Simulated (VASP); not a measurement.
# BaTiO3 (Pm-3m) in VASP: a series of runs, part 2 of 2

VASP 6.6.1. The steps go on from the part before.

## 3. Single point, PBE

This run uses another cell than the first one, of 12.62 Å³/atom.

INCAR

```
PREC = Accurate
ENCUT = 520
EDIFF = 1E-6
ISMEAR = -1
SIGMA = 0.01
LREAL = False
LASPH = True
NELM = 100
ALGO = Normal
ISIF = 2
LWAVE = False
LCHARG = False
GGA = PE
NBANDS = 28
```

KPOINTS

```
regular mesh
0
Gamma
  6 6 6
```

POSCAR

```
BaTiO3
1.0
    3.9810223105      0.0000000000      0.0000000000
    0.0000000000      3.9810223105      0.0000000000
    0.0000000000      0.0000000000      3.9810223105
Ba Ti O
1 1 3
Direct
    0.5000000000      0.5000000000      0.5000000000
    0.0000000000      0.0000000000      0.0000000000
    0.5000000000      0.0000000000      0.0000000000
    0.0000000000      0.5000000000      0.0000000000
    0.0000000000      0.0000000000      0.5000000000
```

Potentials or basis: VASP PAW PBE potentials, release 64 (Ba_sv, Ti_sv, O).

On the command line:

```
cat potpaw_PBE.64/Ba_sv/POTCAR potpaw_PBE.64/Ti_sv/POTCAR potpaw_PBE.64/O/POTCAR > POTCAR
mpirun -np 1 vasp_std > vasp.out
```

It took 65 s on 1 thread of Intel Xeon 8259CL, shared host; peak memory 0.19 GiB.

Results (log left out):

| Item | Value |
| --- | --- |
| Free energy | -39.9306 eV |
| Pressure | 6.9 GPa |
| Band gap on the k mesh | 1.78 eV (least direct gap 1.91 eV) |

Levels at points of the mesh, in eV from the valence-band top:
```csv
k point,band 18,band 19,band 20,band 21,band 22,band 23
"(0.00, 0.00, 0.00)",-0.13,-0.13,-0.13,1.78,1.78,1.78
"(0.50, 0.00, 0.00)",-1.85,-0.71,-0.71,1.94,3.57,3.57
"(0.50, 0.50, 0.00)",-0.86,-0.86,-0.09,3.58,3.58,4.00
"(0.50, 0.50, 0.50)",0.00,0.00,0.00,4.26,4.26,4.26
```

Caveat: the cell stands under pressure; spin-orbit coupling is left out, which moves the levels of the heavy elements. A k mesh can miss the band edges.

## 4. Single point, PBE

This run uses another cell than the first one, of 12.99 Å³/atom.

INCAR

```
PREC = Accurate
ENCUT = 520
EDIFF = 1E-6
ISMEAR = -1
SIGMA = 0.01
LREAL = F
LASPH = T
NELM = 80
ALGO = Normal
ISIF = 2
LWAVE = F
LCHARG = T
GGA = PE
LELF = T
LVHAR = T
NBANDS = 28
```

KPOINTS

```
Automatic mesh
0
Gamma
  6 6 6
```

POSCAR: that of step 3 with these lines changed.

```diff
@@ -2,5 +2,5 @@
 1.0
-    3.9810223105      0.0000000000      0.0000000000
-    0.0000000000      3.9810223105      0.0000000000
-    0.0000000000      0.0000000000      3.9810223105
+    4.0193347192      0.0000000000      0.0000000000
+    0.0000000000      4.0193347192      0.0000000000
+    0.0000000000      0.0000000000      4.0193347192
 Ba Ti O
```

Potentials or basis: VASP PAW PBE potentials, release 64 (Ba_sv, Ti_sv, O).

On the command line:

```
cat potpaw_PBE.64/Ba_sv/POTCAR potpaw_PBE.64/Ti_sv/POTCAR potpaw_PBE.64/O/POTCAR > POTCAR
mpirun -np 1 vasp_std > vasp.out
```

OUTCAR:

```text
PREC = Accurate
   ENCUT = 520
   EDIFF = 1E-6
   ISMEAR = -1
   LREAL = F
   LASPH = T
   NELM = 80
   ISIF = 2
   GGA = PE

 ion  position               nearest neighbor table
   1  0.500  0.500  0.500-   3 2.84   4 2.84   5 2.84   3 2.84   4 2.84   3 2.84   5 2.84   3 2.84
                             4 2.84   5 2.84   4 2.84   5 2.84   2 3.48   2 3.48   2 3.48   2 3.48
   2  0.000  0.000  0.000-   3 2.01   4 2.01   5 2.01   5 2.01   4 2.01   3 2.01   1 3.48   1 3.48
                             1 3.48   1 3.48   1 3.48   1 3.48   1 3.48   1 3.48
   3  0.500  0.000  0.000-   2 2.01   2 2.01   1 2.84   1 2.84   1 2.84   1 2.84
   4  0.000  0.500  0.000-   2 2.01   2 2.01   1 2.84   1 2.84   1 2.84   1 2.84
   5  0.000  0.000  0.500-   2 2.01   2 2.01   1 2.84   1 2.84   1 2.84   1 2.84

  LATTYP: Found a simple cubic cell.
 ALAT       =     4.0193347192

  Lattice vectors:

 A1 = (   4.0193347192,   0.0000000000,   0.0000000000)
 A2 = (   0.0000000000,   4.0193347192,   0.0000000000)
 A3 = (   0.0000000000,   0.0000000000,   4.0193347192)

Analysis of symmetry for initial positions (statically):
=====================================================================
 Subroutine PRICEL returns:
 Original cell was already a primitive cell.

 Routine SETGRP: Setting up the symmetry group for a
 simple cubic supercell.

 Subroutine GETGRP returns: Found 48 space group operations
 (whereof 48 operations were pure point group operations)
 out of a pool of 48 trial point group operations.

The static configuration has the point symmetry O_h .

Analysis of symmetry for dynamics (positions and initial velocities):
=====================================================================
 Subroutine PRICEL returns:
 Original cell was already a primitive cell.

 Routine SETGRP: Setting up the symmetry group for a
 simple cubic supercell.

 Subroutine GETGRP returns: Found 48 space group operations
 (whereof 48 operations were pure point group operations)
 out of a pool of 48 trial point group operations.

[... 122 lines left out ...]
  volume/ion in A,a.u.               =      12.99        87.64
  Fermi-wavevector in a.u.,A,eV,Ry     =   1.392966  2.632325 26.400139  1.940356
  Thomas-Fermi vector in A             =   2.516658
   LORBIT       =      0    0 simple, 1 ext, 2 COOP (PROOUT), +10 PAW based schemes
   GGA     = PE    functional components
   LHFCALC =     F    Hartree Fock is set to
   AEXX    =    0.0000 exact exchange contribution
   IVDW    =     0    specifies the selected vdW correction
   LEPSILON=     F    determine dielectric tensor
   LRPA    =     F    only Hartree local field effects (RPA)
 non-spin polarized calculation
  energy-cutoff  :      520.00
  volume of cell :       64.93
 maximum number of plane-waves:      1775
 NGX is ok and might be reduce to    30
   NGX = 15   NGY = 15   NGZ = 15

 number of electron      39.9999976 magnetization

 Free energy of the ion-electron system (eV)
  ---------------------------------------------------
  ext. energy  EPLUGINS =         0.00000000
  ---------------------------------------------------
  free energy    TOTEN  =       -39.98120796 eV

  energy without entropy =      -39.98120796  energy(sigma->0) =      -39.98120796

 E-fermi :   3.9816     XC(G=0): -11.1939

 val. band max:        3.7373965681   @ k =   0.5000   0.5000   0.5000
 cond. band min:       5.4562658427   @ k =   0.0000   0.0000   0.0000
 fundamental gap:      1.7188692747
 Fermi energy:         3.9816110107

 k-point     1 :       0.0000    0.0000    0.0000
  band No.  band energies     occupation
      1     -52.9545      2.00000
      2     -29.1586      2.00000
      3     -29.1586      2.00000
      4     -29.1586      2.00000
      5     -21.1060      2.00000
      6     -13.1265      2.00000
[... 609 lines left out ...]
     27      11.2710      0.00000
     28      11.2710      0.00000

------------------------ aborting loop because EDIFF is reached ----------------------------------------

  FORCE on cell =-STRESS in cart. coord.  units (eV):
  Direction    XX          YY          ZZ          XY          YZ          ZX
  --------------------------------------------------------------------------------------
  -------------------------------------------------------------------------------------
  Total        0.6955294      0.6955294      0.6955294     -0.0000000     -0.0000000      0.0000000
  in kB       17.1618290     17.1618290     17.1618290     -0.0000000     -0.0000000      0.0000000
  external PRESSURE =      17.1618290 kB  Pullay stress =       0.0000000 kB

 VOLUME and BASIS-vectors are now :
 -----------------------------------------------------------------------------
  energy-cutoff  :      520.00
  volume of cell :       64.93
      direct lattice vectors                 reciprocal lattice vectors
     4.019334719  0.000000000  0.000000000     0.248797393  0.000000000  0.000000000
     0.000000000  4.019334719  0.000000000     0.000000000  0.248797393  0.000000000
     0.000000000  0.000000000  4.019334719     0.000000000  0.000000000  0.248797393

 POSITION                                       TOTAL-FORCE (eV/Angst)
 -----------------------------------------------------------------------------------
      2.00967      2.00967      2.00967         0.000000      0.000000      0.000000
      0.00000      0.00000      0.00000         0.000000      0.000000      0.000000
      2.00967      0.00000      0.00000         0.000000      0.000000      0.000000
      0.00000      2.00967      0.00000         0.000000      0.000000      0.000000
      0.00000      0.00000      2.00967         0.000000      0.000000      0.000000
 -----------------------------------------------------------------------------------
    total drift:                                0.000000     -0.000000      0.000000

  FREE ENERGIE OF THE ION-ELECTRON SYSTEM (eV)
  ---------------------------------------------------
  free  energy   TOTEN  =       -39.9812079636 eV

  energy  without entropy=      -39.9812079636  energy(sigma->0) =      -39.98120796
```

It took 67 s on 1 thread of Intel Xeon 8259CL, shared host; peak memory 0.19 GiB.

Results:

| Item | Value |
| --- | --- |
| Free energy | -39.9812 eV |
| Pressure | 1.7 GPa |
| Band gap on the k mesh | 1.72 eV (least direct gap 1.88 eV) |

Caveat: spin-orbit coupling is left out, which moves the levels of the heavy elements. A k mesh can miss the band edges.

## 5. Single point, PBE

This run uses another cell than the first one, of 12.83 Å³/atom.

INCAR

```
SYSTEM = BaTiO3
  ALGO = Normal
  EDIFF = 1E-6
  ENCUT = 520
  GGA = PE
  ISIF = 2
  ISMEAR = -1
  LASPH = .TRUE.
  LCHARG = .FALSE.
  LREAL = .FALSE.
  LWAVE = .FALSE.
  NBANDS = 28
  NELM = 100
  PREC = Accurate
  SIGMA = 0.01
```

KPOINTS

```
k-points
0
G
  6 6 6
  0 0 0
```

POSCAR: that of step 4 with these lines changed.

```diff
@@ -2,5 +2,5 @@
 1.0
-    4.0193347192      0.0000000000      0.0000000000
-    0.0000000000      4.0193347192      0.0000000000
-    0.0000000000      0.0000000000      4.0193347192
+    4.0031594610      0.0000000000      0.0000000000
+    0.0000000000      4.0031594610      0.0000000000
+    0.0000000000      0.0000000000      4.0031594610
 Ba Ti O
```

On the command line:

```
cat potpaw_PBE.64/Ba_sv/POTCAR potpaw_PBE.64/Ti_sv/POTCAR potpaw_PBE.64/O/POTCAR > POTCAR
mpirun -np 1 vasp_std > vasp.out
```

It took 66 s on 1 thread of Intel Xeon 8259CL, shared host; peak memory 0.19 GiB.

It converged, with:

```
Free energy            : -39.9670 eV
Pressure               : 3.8 GPa
Band gap on the k mesh : 1.74 eV (least direct gap 1.89 eV)
```

Levels at points of the mesh, in eV from the valence-band top:
```tsv
k point	band 16	band 17	band 18	band 19	band 20	band 21	band 22	band 23	band 24	band 25
(0.00, 0.00, 0.00)	-1.09	-1.09	-0.15	-0.15	-0.15	1.74	1.74	1.74	3.90	3.90
(0.50, 0.00, 0.00)	-1.92	-1.83	-1.83	-0.71	-0.71	1.90	3.48	3.48	3.91	5.92
(0.50, 0.50, 0.00)	-2.69	-1.72	-0.87	-0.87	-0.09	3.49	3.49	3.90	4.75	7.66
(0.50, 0.50, 0.50)	-2.41	-2.41	0.00	0.00	0.00	4.16	4.16	4.16	6.72	6.72
```

Caveat: the cell stands under pressure; spin-orbit coupling is left out, which moves the levels of the heavy elements.

## 6. Summary

| cell | gap on the mesh (eV) | pressure (GPa) |
| --- | --- | --- |
| a = 3.947 Å, 5 atoms | 1.83 | 12.1 |
| a = 3.981 Å, 5 atoms | 1.78 | 6.9 |
| a = 4.019 Å, 5 atoms | 1.72 | 1.7 |
| a = 4.003 Å, 5 atoms | 1.74 | 3.8 |

Alike in all rows: task single point; level PBE; potentials or basis VASP PAW PBE potentials, release 64 (Ba_sv, Ti_sv, O); no spin polarisation; k mesh 6 × 6 × 6; cutoff (eV) 520; smearing fermi-dirac 0.01 eV.

Caveats: spin-orbit coupling is left out, which moves the levels of the heavy elements; the cell stands under pressure (at least some runs).

Absolute energies hang on the potentials; compare differences alone.
